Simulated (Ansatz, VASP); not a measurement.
## Two plane-wave programs on Ag

```
CELL_PARAMETERS angstrom
0.00000 2.04283 2.04283
2.04283 0.00000 2.04283
2.04283 2.04283 0.00000
ATOMIC_POSITIONS crystal
Ag 0.00000 0.00000 0.00000
```

Alike in both runs: task relaxation of cell and atoms; functional r2SCAN; k mesh 18 × 18 × 18; occupations fermi-dirac, width 0.1 eV; no spin polarisation.

```csv
,VASP,Ansatz
version,VASP 6.6.1,Ansatz 0.2.0
potentials or method,"VASP PAW PBE potentials, release 64 (Ag)","PAW with Ansatz's default frozen-core files, scalar-relativistic"
plane-wave cutoff (eV),600,500
valence electrons in the cell,11,19
```

VASP gave:

```
relaxed volume (Å³/atom)                                     : 17.31
relaxed cell length with the largest relative difference (Å) : 2.903
```

Task: What did Ansatz give for the same quantities?

Result: Relaxed volume (Å³/atom): 17.29; relaxed cell length with the largest relative difference (Å): 2.903.

VASP's potentials were made for PBE, not for r2SCAN. VASP's potentials hold 11 valence electrons a cell and Ansatz's 19, so a difference there can come from the potentials and not from the codes.
